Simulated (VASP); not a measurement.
Here is a VASP 6.6.1 calculation.

The input INCAR:

```
SYSTEM = ZnS
PREC = Accurate ; ENCUT = 520
EDIFF = 1E-7 ; ISMEAR = 0
SIGMA = 0.05 ; LREAL = .FALSE.
LASPH = .TRUE. ; NELM = 60
ALGO = Normal ; ISIF = 2
LWAVE = .FALSE. ; LCHARG = .TRUE.
GGA = PS ; LELF = .TRUE.
LVHAR = .TRUE. ; NBANDS = 26
```

File KPOINTS:

```
Automatic mesh
0
G
  9 9 6
  0 0 0
```

File POSCAR:

```
ZnS
1.0
    4.1223276478      0.0000000000      0.0000000000
   -2.0611638239      3.5700404657      0.0000000000
    0.0000000000      0.0000000000      5.6422298516
Zn S
2 2
Direct
    0.3333333333      0.6666666667      0.0054424479
    0.6666666667      0.3333333333      0.5054424479
    0.3333333333      0.6666666667      0.3795575521
    0.6666666667      0.3333333333      0.8795575521
```

Potentials or basis: VASP PAW PBE potentials, release 64 (Zn, S).

The run is started by

```sh
$ cat potpaw_PBE.64/Zn/POTCAR potpaw_PBE.64/S/POTCAR > POTCAR
$ mpirun -np 1 vasp_std > vasp.out
```

Q: Predict the band gap on the k mesh.

A: 1.79 eV, direct.

Q: What does it give for the largest force?

A: 1.861 eV/Å.

Q: What does it give for the pressure?

A: -0.6 GPa.

Forces in eV/Å, atoms in the order of the input:
```
Zn   0.000  0.000 -1.861
Zn   0.000  0.000 -1.861
S    0.000  0.000  1.861
S    0.000  0.000  1.861
```

Caveat: the PAW data sets were made with another functional, which shifts forces and pressure a little. A k mesh can miss the band edges.
